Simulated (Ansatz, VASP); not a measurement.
# Two plane-wave programs on Ba

```
CELL_PARAMETERS angstrom
2.17453 -3.94481 0.00000
2.17453 3.94481 0.00000
0.00000 0.00000 7.33009
ATOMIC_POSITIONS crystal
Ba 0.64960 0.35040 0.25000
Ba 0.35040 0.64960 0.75000
```

Change from the starting cell: functional pbe, volume scaled by 0.96, PAW files.

Alike in both runs: task electric field gradients; functional PBE; k mesh 11 × 11 × 6; occupations fermi-dirac, width 0.03 eV; no spin polarisation.

|  | VASP | Ansatz |
| --- | --- | --- |
| version | VASP 6.6.1 | Ansatz 0.2.0 |
| potentials or method | VASP PAW PBE potentials, release 64 (Ba_sv) | PAW with Ansatz's default frozen-core files, scalar-relativistic |
| plane-wave cutoff (eV) | 520 | 420 |
| valence electrons in the cell | 20 | 20 |

```tsv
	VASP	Ansatz	Ansatz less VASP
pressure (GPa)	0.1	0.1	-0.05
traceless stress, the component that is largest in VASP (GPa)	0.10	0.11	+0.002
rms of the force components (eV/Å)	0.015	0.015	-0.0002
size of Vzz on the site where it differs most (V/Å²)	11.9	11.4	-0.56
```

Atom by atom the forces differ by 0.000 eV/Å (rms over components). With one functional, cell and mesh, what is left measures potentials, basis and numerics.

Spin-orbit coupling is off throughout.
